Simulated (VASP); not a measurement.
**BP: single point with PBE**

The system is BP.

```xyz
2
Lattice="0.0000 2.2750 2.2750 2.2750 0.0000 2.2750 2.2750 2.2750 0.0000" Properties=species:S:1:pos:R:3 pbc="T T T"
B     0.0000    0.0000    0.0000
P     1.1375    1.1375    1.1375
```

| Property | Result |
| --- | --- |
| Program | VASP 6.6.1 |
| Task | single point |
| Functional | PBE |
| Potentials or basis | VASP PAW PBE potentials, release 64 (B, P) |
| Cutoff | 500 eV |
| k mesh | 6 × 6 × 6 |
| Occupations | gaussian, width 0.05 eV |
| Spin | no spin polarisation |

```json
{"Pressure": "-0.3 GPa", "Band gap on the k mesh": "1.34 eV, indirect (least direct gap 3.39 eV)"}
```

Levels at points of the mesh, in eV from the valence-band top:
```csv
k point,band 1,band 2,band 3,band 4,band 5,band 6,band 7,band 8,band 9
"(0.00, 0.00, 0.00)",-15.39,0.00,0.00,0.00,3.39,3.39,3.39,7.25,11.46
"(0.50, 0.00, 0.00)",-12.10,-8.98,-1.75,-1.75,3.73,4.71,4.71,10.10,14.57
"(0.50, 0.50, 0.00)",-10.58,-8.54,-4.09,-4.09,1.34,1.66,12.05,12.05,15.14
```

Run time: 5.3 s on 1 thread of AMD EPYC 9R45 (Zen 5), with other jobs on the host, peak memory 0.1 GiB.

A k mesh can miss the band edges. A hybrid or GW would open this gap; PBE tends to underestimate it.
